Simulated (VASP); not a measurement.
Set up this calculation in VASP 6.6.1, as the native input.

| Quantity | Value |
| --- | --- |
| Task | single point |
| Functional | PBE |
| Potentials or basis | VASP PAW PBE potentials, release 64 (Hf_pv, Si, N) |
| Cutoff | 520 eV |
| k mesh | 12 × 12 × 12 |
| Occupations | gaussian, width 0.1 eV |
| Spin | no spin polarisation |
| Dipole correction | no |
| Further INCAR settings | ALGO = Normal; EDIFF = 1e-07; NBANDS = 22 |

The structure of HfSi2N2 lies in POSCAR:

```
HfSi2N2
1.0
    0.0000000000      3.4203974891      3.8056574033
    2.2946024594      0.0000000000      3.8056574033
    2.2946024594      3.4203974891      0.0000000000
Hf Si N
1 2 2
Direct
    0.0000000000      0.0000000000      0.0000000000
    0.7500000000      0.7500000000      0.7500000000
    0.2500000000      0.2500000000      0.2500000000
    0.3232124086      0.3232124086      0.6767875914
    0.6767875914      0.6767875914      0.3232124086
```

The cell was generated, and may not be a known phase.

One way to write it, as run:

INCAR

```
  ALGO = Normal
  EDIFF = 1E-7
  ENCUT = 520
  GGA = PE
  ISIF = 2
  ISMEAR = 0
  LASPH = T
  LCHARG = F
  LREAL = F
  LWAVE = F
  NBANDS = 22
  NELM = 60
  PREC = Accurate
  SIGMA = 0.1
```

KPOINTS

```
k-points
0
Gamma
  12 12 12
```

Potentials or basis: VASP PAW PBE potentials, release 64 (Hf_pv, Si, N).

Launch:

```sh
$ cat potpaw_PBE.64/Hf_pv/POTCAR potpaw_PBE.64/Si/POTCAR potpaw_PBE.64/N/POTCAR > POTCAR
$ mpirun -np 1 vasp_std > vasp.out
```

Results of the run:

| Quantity | Value |
| --- | --- |
| Pressure | -0.6 GPa |
| Largest force | 0.010 eV/Å |
| Band gap on the k mesh | zero (bands 14 and 15 overlap by 2.85 eV) |

Caveat: spin-orbit coupling is left out, which moves the levels of the heavy elements.

It took 7.8 min on 1 thread of Intel(R) Xeon(R) 6975P-C (Granite Rapids), with other jobs on the host, peak memory 0.48 GiB.
